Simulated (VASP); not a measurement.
Ti:

```
CELL_PARAMETERS angstrom
-1.64100 1.64100 1.64100
1.64100 -1.64100 1.64100
1.64100 1.64100 -1.64100
ATOMIC_POSITIONS crystal
Ti 0.00000 0.00000 0.00000
```

| Item | Value |
| --- | --- |
| Program | VASP 6.6.1 |
| Task | relaxation of cell and atoms |
| Functional | PBEsol |
| Dispersion | D4 |
| Potentials or basis | VASP PAW PBE potentials, release 64 (Ti_sv) |
| Cutoff | 600 eV |
| k mesh | 11 × 11 × 11 |
| Occupations | fermi-dirac, width 0.05 eV |
| Spin | no spin polarisation |

At the start: pressure -7.9 GPa; volume 17.68 Å³/atom.

Q: How do energy, volume and symmetry change on relaxing?

A: Over 3 steps the energy falls by 36.1 meV/atom and the volume is 16.31 Å³/atom (-7.7 %); space group Im-3m (No. 229, to 0.05 Å).

The path:
```
step  energy change (eV)  largest force (eV/Å)  pressure (GPa)  volume (Å³)
   1              0.0000                0.0000           -7.92        17.68
   2             -0.0218                0.0000            6.08        15.53
   3             -0.0361                0.0000            0.04        16.31
```

Final structure:
```
Ti
1.0
    -1.59767    1.59767    1.59767
     1.59767   -1.59767    1.59767
     1.59767    1.59767   -1.59767
Ti
1
Direct
  0.00000 0.00000 0.00000
```

Caveat: the PAW data sets were made with another functional, which shifts forces and pressure a little; pairwise dispersion overbinds metals, which lowers pressure and volume.
